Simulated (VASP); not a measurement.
# BaTiO3 (Cmmm) in VASP: relaxation of cell and atoms with PBEsol

Aim: the relaxation of cell and atoms of BaTiO3 with PBEsol.

All numbers are computed with VASP 6.6.1; they aren't measurements. Logs are shortened: lines on timing, memory, paths and dates and some standing lists are left out, and cuts for length are marked.

## 1. The cell of the first run

The structure is orthorhombic, space group Cmmm (No. 65). Conventional cell: a = 5.725 Å, b = 5.751 Å, c = 3.983 Å, α = 90.00°, β = 90.00°, γ = 90.00°. Ba (site symmetry mmm) has 12 O at 2.84 to 2.88 Å and 8 Ti at 3.49 to 3.50 Å within 3.7 Å. Ti (site symmetry mmm) has 6 O at 1.99 to 2.03 Å within 2.6 Å. O (site symmetry 2/m) has 2 Ti at 2.03 Å within 2.7 Å. Within 2.6 Å of O (site symmetry mmm) lie 2 Ti at 1.99 Å.

## 2. Relaxation of cell and atoms, PBEsol

File INCAR:

```
SYSTEM = BaTiO3
PREC = Accurate
ENCUT = 600
EDIFF = 1E-7
ISMEAR = 0
SIGMA = 0.02
LREAL = .False.
LASPH = .True.
NELM = 120
ALGO = Normal
ISIF = 3
LWAVE = .False.
LCHARG = .False.
GGA = PS
IBRION = 2
NSW = 100
EDIFFG = -0.002
GGA_COMPAT = .False.
NELMIN = 4
```

File KPOINTS:

```
regular mesh
0
Gamma
  10 10 10
  0 0 0
```

File POSCAR:

```
BaTiO3
1.0
    3.9833338700      0.0000000000      0.0000000000
    0.0000000000      2.8625951100      2.8753395300
    0.0000000000     -2.8625951100      2.8753395300
Ba Ti O
1 1 3
Direct
    0.0000000000      0.0034138500      0.0034138500
    0.5000000000      0.5034138500      0.5034138500
    0.5000000000      1.0034138500      0.5034138500
    0.5000000000      0.5034138500      1.0034138500
    0.0000000000      0.5034138500      0.5034138500
```

Potentials or basis: VASP PAW PBE potentials, release 64 (Ba_sv, Ti_sv, O).

Command:

```console
$ cat potpaw_PBE.64/Ba_sv/POTCAR potpaw_PBE.64/Ti_sv/POTCAR potpaw_PBE.64/O/POTCAR > POTCAR
$ mpirun -np 1 vasp_std > vasp.out
```

OUTCAR:

```text
SYSTEM = BaTiO3
   PREC = Accurate
   ENCUT = 600
   EDIFF = 1E-7
   ISMEAR = 0
   LREAL = .False.
   LASPH = .True.
   NELM = 120
   ISIF = 3
   GGA = PS
   IBRION = 2
   NSW = 100
   EDIFFG = -0.002
   NELMIN = 4

 ion  position               nearest neighbor table
   1  0.000  0.003  0.003-   3 2.84   4 2.84   3 2.84   4 2.84   3 2.84   4 2.84   3 2.84   4 2.84
                             5 2.86   5 2.86   5 2.88   5 2.88   2 3.49   2 3.49   2 3.49   2 3.49
   2  0.500  0.503  0.503-   5 1.99   5 1.99   3 2.03   4 2.03   3 2.03   4 2.03   1 3.49   1 3.49
                             1 3.49   1 3.49   1 3.50   1 3.50   1 3.50   1 3.50
   3  0.500  0.003  0.503-   2 2.03   2 2.03   1 2.84   1 2.84   1 2.84   1 2.84
   4  0.500  0.503  0.003-   2 2.03   2 2.03   1 2.84   1 2.84   1 2.84   1 2.84
   5  0.000  0.503  0.503-   2 1.99   2 1.99   1 2.86   1 2.86   1 2.88   1 2.88

  LATTYP: Found a base centered orthorhombic cell.
 ALAT       =     5.7251902200
 B/A-ratio  =     1.0044520512
 C/A-ratio  =     0.6957557246

  Lattice vectors:

 A1 = (   0.0000000000,   2.8625951100,  -2.8753395300)
 A2 = (   0.0000000000,   2.8625951100,   2.8753395300)
 A3 = (   3.9833338700,   0.0000000000,   0.0000000000)

Analysis of symmetry for initial positions (statically):
=====================================================================
 Subroutine PRICEL returns:
 Original cell was already a primitive cell.

 Routine SETGRP: Setting up the symmetry group for a
 base centered orthorhombic supercell.

 Subroutine GETGRP returns: Found  8 space group operations
 (whereof  4 operations were pure point group operations)
 out of a pool of  8 trial point group operations.

The static configuration has the point symmetry C_2v.
 The point group associated with its full space group is D_2h.

Analysis of symmetry for dynamics (positions and initial velocities):
=====================================================================
 Subroutine PRICEL returns:
 Original cell was already a primitive cell.

 Routine SETGRP: Setting up the symmetry group for a
 base centered orthorhombic supercell.

 Subroutine GETGRP returns: Found  8 space group operations
 (whereof  4 operations were pure point group operations)
 out of a pool of  8 trial point group operations.

The dynamic configuration has the point symmetry C_2v.
 The point group associated with its full space group is D_2h.

 Subroutine INISYM returns: Found  8 space group operations
 (whereof  4 operations are pure point group operations),
 and found     1 'primitive' translations

----------------------------------------------------------------------------------------

                                     Primitive cell

  volume of cell :      65.5731

  direct lattice vectors                    reciprocal lattice vectors
     3.983333870  0.000000000  0.000000000     0.251045991  0.000000000  0.000000000
     0.000000000  2.862595110  2.875339530     0.000000000  0.174666686  0.173892507
     0.000000000 -2.862595110  2.875339530     0.000000000 -0.174666686  0.173892507

  length of vectors
     3.983333870  4.057342502  4.057342502     0.251045991  0.246469177  0.246469177

  position of ions in fractional coordinates (direct lattice)
     0.000000000  0.003413850  0.003413850
     0.500000000  0.503413850  0.503413850
     0.500000000  0.003413850  0.503413850
     0.500000000  0.503413850  0.003413850
     0.000000000  0.503413850  0.503413850

  ion indices of the primitive-cell ions
   primitive index   ion index
                 1           1
                 2           2
                 3           3
                 4           4
                 5           5

----------------------------------------------------------------------------------------

 KPOINTS: regular mesh

Automatic generation of k-mesh.
 Grid dimensions read from file:
 generate k-points for:   10   10   10

 Generating k-lattice:

  Cartesian coordinates                     Fractional coordinates (reciprocal lattice)
     0.025104599  0.000000000  0.000000000     0.100000000  0.000000000  0.000000000
     0.000000000  0.017466669  0.017389251     0.000000000  0.100000000  0.000000000
     0.000000000 -0.017466669  0.017389251     0.000000000  0.000000000  0.100000000

  Length of vectors
     0.025104599  0.024646918  0.024646918

  Shift w.r.t. Gamma in fractional coordinates (k-lattice)
     0.000000000  0.000000000  0.000000000

 Subroutine IBZKPT returns following result:
 ===========================================

 Found    186 irreducible k-points:

 Following reciprocal coordinates:
            Coordinates               Weight
  0.000000  0.000000  0.000000      1.000000
  0.100000  0.000000  0.000000      2.000000
  0.200000  0.000000  0.000000      2.000000
  0.300000  0.000000  0.000000      2.000000
  0.400000  0.000000  0.000000      2.000000
  0.500000  0.000000  0.000000      1.000000
[... 16 lines left out ...]
  0.400000  0.300000 -0.000000      8.000000
  0.500000  0.300000 -0.000000      4.000000
 [... further k-points ...]
   k-points           NKPTS =    186   k-points in BZ     NKDIM =    186   number of bands    NBANDS=     24
   number of dos      NEDOS =    301   number of ions     NIONS =      5
   total plane-waves  NPLWV =  32768
   dimension x,y,z NGX =    32 NGY =   32 NGZ =   32
   dimension x,y,z NGXF=    64 NGYF=   64 NGZF=   64
   ions per type =               1   1   3
   NGX,Y,Z   is equivalent  to a cutoff of  13.36, 13.11, 13.11 a.u.
   NGXF,Y,Z  is equivalent  to a cutoff of  26.71, 26.22, 26.22 a.u.
 SYSTEM =  BaTiO3
   PREC   = accura    normal or accurate (medium, high low for compatibility)
   ISTART =      0    job   : 0-new  1-cont  2-samecut
   ICHARG =      2    charge: 1-file 2-atom 10-const
   ISPIN  =      1    spin polarized calculation?
   LNONCOLLINEAR =      F non collinear calculations
   LSORBIT =      F    spin-orbit coupling
   LASPH  =      T    aspherical Exc in radial PAW
   ENCUT  =  600.0 eV  44.10 Ry    6.64 a.u.   7.96  8.10  8.10*2*pi/ulx,y,z
   NELM   =    120;   NELMIN=  4; NELMDL= -5     # of ELM steps
   EDIFF  = 0.1E-06   stopping-criterion for ELM
   LREAL  =      F    real-space projection
   EDIFFG = -.2E-02   stopping-criterion for IOM
   NSW    =    100    number of steps for IOM
   IBRION =      2    ionic relax: 0-MD 1-quasi-New 2-CG
   NFREE  =      1    steps in history (QN), initial steepest desc. (CG)
   ISIF   =      3    stress and relaxation
   ISYM   =      2    0-nonsym 1-usesym 2-fastsym
   POTIM  = 0.5000    time-step for ionic-motion
   TEBEG  =    0.0;   TEEND  =   0.0 temperature during run
   PSTRESS=    0.0 pullay stress
   NELECT =      40.0000    total number of electrons
   NUPDOWN=      -1.0000    fix difference up-down
   EMIN   =  10.00;   EMAX   =-10.00  energy-range for DOS
   EFERMI =   0.00;   METHOD = LEGACY
   ISMEAR =     0;   SIGMA  =   0.02  broadening in eV -4-tet -1-fermi 0-gaus
   EFERMI_NEDOS =   21; number of points for ismear=-14 and -15
   IALGO  =     38    algorithm
   IMIX   =      4    mixing-type and parameters
     AMIX     =   0.40;   BMIX     =  1.00
     AMIX_MAG =   1.60;   BMIX_MAG =  1.00
  volume/ion in A,a.u.               =      13.11        88.50
  Fermi-wavevector in a.u.,A,eV,Ry     =   1.388416  2.623726 26.227933  1.927699
  Thomas-Fermi vector in A             =   2.512544
   LORBIT       =      0    0 simple, 1 ext, 2 COOP (PROOUT), +10 PAW based schemes
   GGA     = PS    functional components
   LHFCALC =     F    Hartree Fock is set to
   AEXX    =    0.0000 exact exchange contribution
   IVDW    =     0    specifies the selected vdW correction
   LEPSILON=     F    determine dielectric tensor
   LRPA    =     F    only Hartree local field effects (RPA)
 conjugate gradient relaxation of ions
 non-spin polarized calculation
 Gauss-broadening in eV      SIGMA  =   0.02
  energy-cutoff  :      600.00
  volume of cell :       65.57
 maximum number of plane-waves:      2240
 NGX is ok and might be reduce to    32
   NGX = 15   NGY = 17   NGZ = 17

--------------------------------------- Ionic step        1  -------------------------------------------

 number of electron      39.9999999 magnetization

 Free energy of the ion-electron system (eV)
  ---------------------------------------------------
  ext. energy  EPLUGINS =         0.00000000
  ---------------------------------------------------
  free energy    TOTEN  =       -41.93667496 eV

  energy without entropy =      -41.93667496  energy(sigma->0) =      -41.93667496

------------------------ aborting loop because EDIFF is reached ----------------------------------------

  FORCE on cell =-STRESS in cart. coord.  units (eV):
  Direction    XX          YY          ZZ          XY          YZ          ZX
  --------------------------------------------------------------------------------------
  -------------------------------------------------------------------------------------
  Total       -1.5730658     -2.6827794     -3.1103974      0.0000000      0.0000000      0.0000000
  in kB      -38.4354267    -65.5495595    -75.9977439      0.0000000      0.0000000      0.0000000
  external PRESSURE =     -59.9942434 kB  Pullay stress =       0.0000000 kB
[... 297 lines left out ...]
  energy  without entropy=      -41.9921526073  energy(sigma->0) =      -41.99215261

--------------------------------------- Ionic step        9  -------------------------------------------

 number of electron      39.9999992 magnetization

 Free energy of the ion-electron system (eV)
  ---------------------------------------------------
  ext. energy  EPLUGINS =         0.00000000
  ---------------------------------------------------
  free energy    TOTEN  =       -41.99215444 eV

  energy without entropy =      -41.99215444  energy(sigma->0) =      -41.99215444

 E-fermi :   3.8943     XC(G=0): -11.5953

 val. band max:        3.8034333616   @ k =   0.5000   0.5000   0.5000
 cond. band min:       5.5316373436   @ k =   0.0000   0.0000   0.0000
 fundamental gap:      1.7282039820
 Fermi energy:         3.8942840257

 k-point     1 :       0.0000    0.0000    0.0000
  band No.  band energies     occupation
      1     -52.5034      2.00000
      2     -28.8361      2.00000
      3     -28.8361      2.00000
      4     -28.8361      2.00000
      5     -20.9214      2.00000
      6     -13.0451      2.00000
[... 637 lines left out ...]
     23       7.5561      0.00000
     24       8.6092      0.00000

 [... further k-points ...]

------------------------ aborting loop because EDIFF is reached ----------------------------------------

  FORCE on cell =-STRESS in cart. coord.  units (eV):
  Direction    XX          YY          ZZ          XY          YZ          ZX
  --------------------------------------------------------------------------------------
  -------------------------------------------------------------------------------------
  Total        0.0059842      0.0001869     -0.0015473      0.0000000      0.0000000      0.0000000
  in kB        0.1517473      0.0047406     -0.0392368      0.0000000      0.0000000      0.0000000
  external PRESSURE =       0.0390837 kB  Pullay stress =       0.0000000 kB
[... 20 lines left out ...]
  FREE ENERGIE OF THE ION-ELECTRON SYSTEM (eV)
  ---------------------------------------------------
  free  energy   TOTEN  =       -41.9921544410 eV

  energy  without entropy=      -41.9921544410  energy(sigma->0) =      -41.99215444

 reached required accuracy - stopping structural energy minimisation
```

It took 30 min on 1 thread of Oxide Virtual Turin-like, shared host; peak memory 0.45 GiB.

What came out:

- Free energy: -41.9922 eV
- Relaxed volume: 12.64 Å³/atom
- Relaxed cell: a = 3.983 Å, b = 3.983 Å, c = 3.983 Å, α = 90.00°, β = 90.00°, γ = 90.00°
- Space group after relaxing (to 0.1 Å): Pm-3m (No. 221)
- Energy gained by relaxing: 11.1 meV/atom
- Ionic steps: 9
- Pressure after relaxing: 0.0 GPa
- Band gap on the k mesh: 1.73 eV (least direct gap 1.86 eV)

Step by step:
```csv
step,energy change (eV),largest force (eV/Å),pressure (GPa),volume (Å³)
1,0.0000,0.0000,-6.00,65.57
2,-0.0105,0.0000,6.75,61.02
3,-0.0517,0.0000,0.27,63.10
4,-0.0552,0.0000,0.08,63.16
5,-0.0555,0.0000,0.02,63.18
6,-0.0555,0.0000,0.03,63.17
7,-0.0555,0.0000,-0.02,63.19
8,-0.0555,0.0000,-0.01,63.19
9,-0.0555,0.0000,0.00,63.18
```

Final structure:
```
Ba Ti O
1.0
     3.98281    0.00000    0.00000
     0.00000    2.81633    2.81637
     0.00000   -2.81633    2.81637
Ba Ti O
1 1 3
Cartesian
  0.0000 0.0000 0.0192
  1.9914 0.0000 2.8356
  1.9914 -1.4082 1.4274
  1.9914 1.4082 1.4274
  0.0000 0.0000 2.8356
```

Caveat: the PAW data sets were made with another functional, which shifts forces and pressure a little; spin-orbit coupling is left out, which moves the levels of the heavy elements.
